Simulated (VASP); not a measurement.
# MnAs (P6_3/mmc) in VASP: settings compared

MnAs is run at these levels: PBEsol, PBE; tasks: single point.

Program: VASP 6.6.1. These are calculated values, not measurements. Logs are shortened: lines on timing, memory, paths and dates and some standing lists are left out, and cuts for length are marked.

### Step 1. The cell of the first run

The structure is hexagonal, space group P6_3/mmc (No. 194). Conventional cell: a = 3.710 Å, b = 3.710 Å, c = 5.691 Å, α = 90.00°, β = 90.00°, γ = 120.00°. As (site symmetry -6m2) has 6 Mn at 2.57 Å within 3.4 Å. Within 3.4 Å of Mn (site symmetry -3m) lie 6 As at 2.57 Å and 2 Mn at 2.85 Å.

### Step 2. Single point, PBEsol, collinear spin, ferrimagnetic start

The input, INCAR:

```
SYSTEM = MnAs
ALGO     = Normal         ! electronic algorithm
EDIFF    = 1E-6           ! SCF threshold, eV
ENCUT    = 520            ! plane-wave cutoff, eV
GGA      = PS             ! functional
ISIF     = 2              ! what is computed and relaxed
ISMEAR   = -1             ! smearing method
ISPIN    = 2              ! spin polarisation
LASPH    = .TRUE.         ! aspherical terms in the spheres
LCHARG   = .FALSE.        ! write CHGCAR
LMAXMIX  = 4              ! l up to which the mixer works
LORBIT   = 11             ! projections on sites
LREAL    = .FALSE.        ! projectors in reciprocal space
LWAVE    = .FALSE.        ! write WAVECAR
MAGMOM   = 0 0 4 -2       ! initial moments
NBANDS   = 30             ! bands
NELM     = 150            ! most SCF steps
PREC     = Accurate       ! precision mode
SIGMA    = 0.05           ! smearing width, eV
```

The input, KPOINTS:

```
k-points
0
G
  8 8 5
  0 0 0
```

The input, POSCAR:

```
MnAs
1.0
    3.7100000000      0.0000000000      0.0000000000
   -1.8550000000      3.2129542480      0.0000000000
    0.0000000000      0.0000000000      5.6910000000
As Mn
2 2
Direct
    0.6666666667      0.3333333333      0.7500000000
    0.3333333333      0.6666666667      0.2500000000
    0.0000000000      0.0000000000      0.5000000000
    0.0000000000      0.0000000000      0.0000000000
```

Potentials or basis: VASP PAW PBE potentials, release 64 (As, Mn_pv).

Command:

```bash
cat potpaw_PBE.64/As/POTCAR potpaw_PBE.64/Mn_pv/POTCAR > POTCAR
mpirun -np 1 vasp_std > vasp.out
```

OUTCAR:

```text
SYSTEM = MnAs
   EDIFF = 1E-6
   ENCUT = 520
   GGA = PS
   ISIF = 2
   ISMEAR = -1
   ISPIN = 2
   LASPH = .TRUE.
   LORBIT = 11
   LREAL = .FALSE.
   NELM = 150
   PREC = Accurate

 ion  position               nearest neighbor table
   1  0.667  0.333  0.750-   3 2.57   4 2.57   3 2.57   4 2.57   3 2.57   4 2.57
   2  0.333  0.667  0.250-   3 2.57   4 2.57   3 2.57   4 2.57   3 2.57   4 2.57
   3  0.000  0.000  0.500-   1 2.57   2 2.57   2 2.57   1 2.57   1 2.57   2 2.57   4 2.85   4 2.85

   4  0.000  0.000  0.000-   1 2.57   2 2.57   2 2.57   1 2.57   1 2.57   2 2.57   3 2.85   3 2.85

  LATTYP: Found a hexagonal cell.
 ALAT       =     3.7100000000
 C/A-ratio  =     1.5339622642

  Lattice vectors:

 A1 = (   3.7100000000,   0.0000000000,   0.0000000000)
 A2 = (  -1.8550000000,   3.2129542480,   0.0000000000)
 A3 = (   0.0000000000,   0.0000000000,   5.6910000000)

Analysis of symmetry for initial positions (statically):
=====================================================================
 Subroutine PRICEL returns:
 Original cell was already a primitive cell.

 Routine SETGRP: Setting up the symmetry group for a
 hexagonal supercell.

 Subroutine GETGRP returns: Found 24 space group operations
 (whereof 12 operations were pure point group operations)
 out of a pool of 24 trial point group operations.

The static configuration has the point symmetry D_3d.
 The point group associated with its full space group is D_6h.

Analysis of symmetry for dynamics (positions and initial velocities):
=====================================================================
 Subroutine PRICEL returns:
 Original cell was already a primitive cell.

 Routine SETGRP: Setting up the symmetry group for a
 hexagonal supercell.

 Subroutine GETGRP returns: Found 24 space group operations
 (whereof 12 operations were pure point group operations)
 out of a pool of 24 trial point group operations.

The dynamic configuration has the point symmetry D_3d.
 The point group associated with its full space group is D_6h.

Analysis of structural, dynamic, and magnetic symmetry:
=====================================================================
 Subroutine PRICEL returns:
 Original cell was already a primitive cell.

 Routine SETGRP: Setting up the symmetry group for a
 hexagonal supercell.

 Subroutine GETGRP returns: Found 12 space group operations
 (whereof 12 operations were pure point group operations)
 out of a pool of 24 trial point group operations.

The overall configuration has the point symmetry D_3d.

 Subroutine INISYM returns: Found 12 space group operations
 (whereof 12 operations are pure point group operations),
 and found     1 'primitive' translations

----------------------------------------------------------------------------------------

                                     Primitive cell

  volume of cell :      67.8371

  direct lattice vectors                    reciprocal lattice vectors
     3.710000000  0.000000000  0.000000000     0.269541779  0.155620019  0.000000000
    -1.855000000  3.212954248  0.000000000     0.000000000  0.311240037  0.000000000
     0.000000000  0.000000000  5.691000000     0.000000000  0.000000000  0.175716043

  length of vectors
     3.710000000  3.710000000  5.691000000     0.311240037  0.311240037  0.175716043

  position of ions in fractional coordinates (direct lattice)
     0.666666667  0.333333333  0.750000000
     0.333333333  0.666666667  0.250000000
     0.000000000  0.000000000  0.500000000
     0.000000000  0.000000000  0.000000000

  ion indices of the primitive-cell ions
   primitive index   ion index
                 1           1
                 2           2
                 3           3
                 4           4

----------------------------------------------------------------------------------------

 KPOINTS: k-points

Automatic generation of k-mesh.
 Grid dimensions read from file:
 generate k-points for:    8    8    5

 Generating k-lattice:

  Cartesian coordinates                     Fractional coordinates (reciprocal lattice)
     0.033692722  0.019452502  0.000000000     0.125000000 -0.000000000  0.000000000
     0.000000000  0.038905005  0.000000000     0.000000000  0.125000000  0.000000000
     0.000000000  0.000000000  0.035143209     0.000000000  0.000000000  0.200000000

  Length of vectors
     0.038905005  0.038905005  0.035143209

  Shift w.r.t. Gamma in fractional coordinates (k-lattice)
     0.000000000  0.000000000  0.000000000

 Subroutine IBZKPT returns following result:
 ===========================================

 Found     40 irreducible k-points:

 Following reciprocal coordinates:
            Coordinates               Weight
  0.000000  0.000000  0.000000      1.000000
  0.125000  0.000000  0.000000      6.000000
  0.250000  0.000000  0.000000      6.000000
  0.375000  0.000000  0.000000      6.000000
  0.500000  0.000000  0.000000      3.000000
  0.125000  0.125000  0.000000      6.000000
[... 16 lines left out ...]
 -0.125000  0.500000  0.200000     12.000000
  0.250000  0.250000  0.200000     12.000000
 [... further k-points ...]
   k-points           NKPTS =     40   k-points in BZ     NKDIM =     40   number of bands    NBANDS=     30
   number of dos      NEDOS =    301   number of ions     NIONS =      4
   total plane-waves  NPLWV =  32928
   dimension x,y,z NGX =    28 NGY =   28 NGZ =   42
   dimension x,y,z NGXF=    56 NGYF=   56 NGZF=   84
   ions per type =               2   2
   NGX,Y,Z   is equivalent  to a cutoff of  12.55, 12.55, 12.27 a.u.
   NGXF,Y,Z  is equivalent  to a cutoff of  25.09, 25.09, 24.54 a.u.
 SYSTEM =  MnAs
   PREC   = accura    normal or accurate (medium, high low for compatibility)
   ISTART =      0    job   : 0-new  1-cont  2-samecut
   ICHARG =      2    charge: 1-file 2-atom 10-const
   ISPIN  =      2    spin polarized calculation?
   LNONCOLLINEAR =      F non collinear calculations
   LSORBIT =      F    spin-orbit coupling
   LASPH  =      T    aspherical Exc in radial PAW
   ENCUT  =  520.0 eV  38.22 Ry    6.18 a.u.   6.90  6.90 10.58*2*pi/ulx,y,z
   NELM   =    150;   NELMIN=  2; NELMDL= -5     # of ELM steps
   EDIFF  = 0.1E-05   stopping-criterion for ELM
   LREAL  =      F    real-space projection
   EDIFFG = 0.1E-04   stopping-criterion for IOM
   NSW    =      0    number of steps for IOM
   IBRION =     -1    ionic relax: 0-MD 1-quasi-New 2-CG
   NFREE  =      0    steps in history (QN), initial steepest desc. (CG)
   ISIF   =      2    stress and relaxation
   ISYM   =      2    0-nonsym 1-usesym 2-fastsym
   POTIM  = 0.5000    time-step for ionic-motion
   TEBEG  =    0.0;   TEEND  =   0.0 temperature during run
   PSTRESS=    0.0 pullay stress
   NELECT =      36.0000    total number of electrons
   NUPDOWN=      -1.0000    fix difference up-down
   EMIN   =  10.00;   EMAX   =-10.00  energy-range for DOS
   EFERMI =   0.00;   METHOD = LEGACY
   ISMEAR =    -1;   SIGMA  =   0.05  broadening in eV -4-tet -1-fermi 0-gaus
   EFERMI_NEDOS =   21; number of points for ismear=-14 and -15
   IALGO  =     38    algorithm
   IMIX   =      4    mixing-type and parameters
     AMIX     =   0.40;   BMIX     =  1.00
     AMIX_MAG =   1.60;   BMIX_MAG =  1.00
  volume/ion in A,a.u.               =      16.96       114.45
  Fermi-wavevector in a.u.,A,eV,Ry     =   1.325419  2.504679 23.901852  1.756737
  Thomas-Fermi vector in A             =   2.454882
   LORBIT       =     11    0 simple, 1 ext, 2 COOP (PROOUT), +10 PAW based schemes
   GGA     = PS    functional components
   LHFCALC =     F    Hartree Fock is set to
   AEXX    =    0.0000 exact exchange contribution
   IVDW    =     0    specifies the selected vdW correction
   LEPSILON=     F    determine dielectric tensor
   LRPA    =     F    only Hartree local field effects (RPA)
 spin polarized calculation
  energy-cutoff  :      520.00
  volume of cell :       67.84
 maximum number of plane-waves:      1844
   NGX = 13   NGY = 13   NGZ = 21

 number of electron      35.9999985 magnetization      -0.0005895

 number of electron      35.9999985 magnetization       0.0000918

 Free energy of the ion-electron system (eV)
  ---------------------------------------------------
  ext. energy  EPLUGINS =         0.00000000
  ---------------------------------------------------
  free energy    TOTEN  =       -30.12789027 eV

  energy without entropy =      -30.09768390  energy(sigma->0) =      -30.11278709

 E-fermi :   6.4802     XC(G=0): -11.3106

 val. band max:        6.4605225593   @ k =   0.2500   0.1250   0.4000
 cond. band min:       6.4826683264   @ k =   0.5000   0.0000   0.2000
 fundamental gap:      0.0221457672
 Fermi energy:         6.4801727223

 spin component 1

 k-point     1 :       0.0000    0.0000    0.0000
  band No.  band energies     occupation
      1     -42.9721      1.00000
      2     -42.9721      1.00000
      3     -42.8967      1.00000
      4     -39.8355      1.00000
      5     -39.8003      1.00000
      6     -39.8003      1.00000
[... 781 lines left out ...]
     29      15.4197      0.00000
     30      16.3909      0.00000

 [... further k-points ...]

 spin component 2

 k-point     1 :       0.0000    0.0000    0.0000
  band No.  band energies     occupation
      1     -42.9725      1.00000
      2     -42.9725      1.00000
      3     -42.8966      1.00000
      4     -39.8356      1.00000
      5     -39.8000      1.00000
      6     -39.8000      1.00000
[... 781 lines left out ...]
     29      15.4197      0.00000
     30      16.3909      0.00000

 [... further k-points ...]

------------------------ aborting loop because EDIFF is reached ----------------------------------------

  FORCE on cell =-STRESS in cart. coord.  units (eV):
  Direction    XX          YY          ZZ          XY          YZ          ZX
  --------------------------------------------------------------------------------------
  -------------------------------------------------------------------------------------
  Total       -4.7014955     -4.7014955     -3.9775344      0.0000000      0.0000000      0.0000000
  in kB     -111.0400298   -111.0400298    -93.9415002      0.0000000      0.0000000      0.0000000
  external PRESSURE =    -105.3405199 kB  Pullay stress =       0.0000000 kB

 VOLUME and BASIS-vectors are now :
 -----------------------------------------------------------------------------
  energy-cutoff  :      520.00
  volume of cell :       67.84
      direct lattice vectors                 reciprocal lattice vectors
     3.710000000  0.000000000  0.000000000     0.269541779  0.155620019  0.000000000
    -1.855000000  3.212954248  0.000000000     0.000000000  0.311240037  0.000000000
     0.000000000  0.000000000  5.691000000     0.000000000  0.000000000  0.175716043

 POSITION                                       TOTAL-FORCE (eV/Angst)
 -----------------------------------------------------------------------------------
      1.85500      1.07098      4.26825         0.000000      0.000000      0.000053
     -0.00000      2.14197      1.42275        -0.000000      0.000000     -0.000053
      0.00000      0.00000      2.84550         0.000000      0.000000      0.000000
      0.00000      0.00000      0.00000         0.000000      0.000000      0.000000
 -----------------------------------------------------------------------------------
    total drift:                               -0.000000      0.000000      0.000000

  FREE ENERGIE OF THE ION-ELECTRON SYSTEM (eV)
  ---------------------------------------------------
  free  energy   TOTEN  =       -30.1278902716 eV

  energy  without entropy=      -30.0976838991  energy(sigma->0) =      -30.11278709

 total charge

# of ion       s       p       d       tot
------------------------------------------
    1        1.220   1.497   0.053   2.770
    2        1.220   1.497   0.053   2.770
    3        0.279   6.240   5.070  11.589
    4        0.279   6.240   5.070  11.589
--------------------------------------------------
tot          2.998  15.472  10.247  28.718

 magnetization (x)

# of ion       s       p       d       tot
------------------------------------------
    1        0.000   0.000   0.000   0.000
    2        0.000   0.000   0.000   0.000
    3        0.033   0.033   2.940   3.006
    4       -0.033  -0.033  -2.940  -3.006
--------------------------------------------------
tot          0.000   0.000  -0.000   0.000
```

It took 2.3 min on 1 thread of AMD EPYC 7R13 (Zen 3), shared host; peak memory 0.24 GiB.

What came out:

* Free energy: -30.1279 eV
* Pressure: -10.5 GPa
* Band gap on the k mesh: zero (filled and empty bands overlap)
* Net moment: 0.00 μB per cell
* Site moments: As +0.00; Mn +3.01, -3.01 μB
* Valence electrons inside the program's atomic spheres: As 2.77; Mn 11.59

Stress tensor (GPa, compression positive):
```
-11.10   0.00   0.00
  0.00 -11.10   0.00
  0.00   0.00  -9.39
```

Caveat: the cell stands under tension; the PAW data sets were made with another functional, which shifts forces and pressure a little.

### Step 3. Single point, PBEsol, collinear spin, ferromagnetic start

The input, INCAR:

```
PREC = Accurate
ENCUT = 520
EDIFF = 1E-6
ISMEAR = -1
SIGMA = 0.05
LREAL = False
LASPH = True
NELM = 150
ALGO = Normal
ISIF = 2
LWAVE = False
LCHARG = False
ISPIN = 2
MAGMOM = 0 0 -0.48 -1.27
LORBIT = 11
LMAXMIX = 4
GGA = PS
NBANDS = 30
```

The input, KPOINTS:

```
regular mesh
0
Gamma
  8 8 5
```

POSCAR is that of step 2.

Potentials or basis: VASP PAW PBE potentials, release 64 (As, Mn_pv).

Command:

```bash
cat potpaw_PBE.64/As/POTCAR potpaw_PBE.64/Mn_pv/POTCAR > POTCAR
mpirun -np 1 vasp_std > vasp.out
```

It took 2.7 min on 1 thread of AMD EPYC 7R13 (Zen 3), shared host; peak memory 0.24 GiB.

Results (log left out):

- Free energy: -30.2563 eV
- Pressure: -8.5 GPa
- Net moment: -6.22 μB per cell
- Site moments: As +0.12; Mn -3.16 μB
- Valence electrons inside the program's atomic spheres: As 2.78; Mn 11.58

Stress tensor (GPa, compression positive):
```
 -7.54   0.00   0.00
  0.00  -7.54   0.00
  0.00   0.00 -10.45
```

Levels at points of the mesh, in eV from the Fermi level:
Spin up:
| k point | band 13 | band 14 | band 15 | band 16 | band 17 | band 18 |
| --- | --- | --- | --- | --- | --- | --- |
| (0.00, 0.00, 0.00) | -0.17 | -0.17 | 0.00 | 0.00 | 0.57 | 0.57 |
| (0.50, 0.00, 0.00) | -2.69 | -2.01 | -1.33 | 0.66 | 0.71 | 0.76 |
Spin down:
```tsv
k point	band 18	band 19	band 20	band 21	band 22	band 23	band 24	band 25
(0.00, 0.00, 0.00)	-1.81	-0.44	0.57	0.57	1.50	2.87	2.87	3.76
(0.50, 0.00, 0.00)	-2.09	-2.06	-1.85	-1.59	-0.54	1.07	3.16	4.69
```

Caveat: the cell stands under tension; the PAW data sets were made with another functional, which shifts forces and pressure a little; the run started ferromagnetic, and an antiferromagnetic order may lie lower in energy.

(Continued in part 2 of 2.)

The gap in the log of VASP goes by the Fermi energy; the results here count the filled bands.